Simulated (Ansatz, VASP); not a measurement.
Ru: VASP beside Ansatz

Contents of INCAR:

```
PREC = Accurate
ENCUT = 500
EDIFF = 1E-6
ISMEAR = 0
SIGMA = 0.15
LREAL = F
LASPH = T
NELM = 120
ALGO = Normal
ISIF = 2
LWAVE = F
LCHARG = F
GGA = PE
NBANDS = 21
GGA_COMPAT = F
```

Contents of KPOINTS:

```
Automatic mesh
0
Gamma
  24 24 12
```

POSCAR

```
Ru
1.0
    2.7057993342      0.0000000000      0.0000000000
   -1.3528996671      2.3432909610      0.0000000000
    0.0000000000      0.0000000000      4.0678050000
Ru
2
Direct
    0.3333333333      0.6666666667      0.2500000000
    0.6666666667      0.3333333333      0.7500000000
```

Input for Ansatz:

```yaml
crystal:
  lattice:
    - [2.7057993342, 0.0, 0.0]
    - [-1.3528996671, 2.343290961, 0.0]
    - [0.0, 0.0, 4.067805]
  atoms:
    - { symbol: Ru, position: [0.3333333333, 0.6666666667, 0.25] }
    - { symbol: Ru, position: [0.6666666667, 0.3333333333, 0.75] }
basis:
  ecutwfc: 420
kpoints:
  mp_grid: { grid: [24, 24, 12] }
hamiltonian:
  xc: pbe
scf:
  occupations: { method: gaussian, width: 0.15 }
output:
  forces: true
  stress: true
  eigenvalues: true
```

Change from the starting cell: strain -0.0500 x Voigt [0, 0, 1, 0, 0, 0], atoms carried along.

Alike in both runs: task single point; functional PBE; k mesh 24 × 24 × 12; occupations gaussian, width 0.15 eV; no spin polarisation.

|  | VASP | Ansatz |
| --- | --- | --- |
| version | VASP 6.6.1 | Ansatz 0.2.0 |
| potentials or method | VASP PAW PBE potentials, release 64 (Ru_pv), cutoff 500 eV | scalar-relativistic, plane waves, PAW |
| valence electrons in the cell | 28 | 32 |

|  | VASP | Ansatz | Ansatz less VASP |
| --- | --- | --- | --- |
| gap on the k mesh at the Fermi level (eV) | none | none | - |
| pressure (GPa) | 25.7 | 25.7 | +0.02 |
| traceless stress, the component that is largest in VASP (GPa) | 18.24 | 18.22 | -0.013 |

A gap of «none» marks a metal or a gap that the smearing closes. VASP's potentials hold 28 valence electrons a cell and Ansatz's 32, so a difference there can come from the potentials and not from the codes.
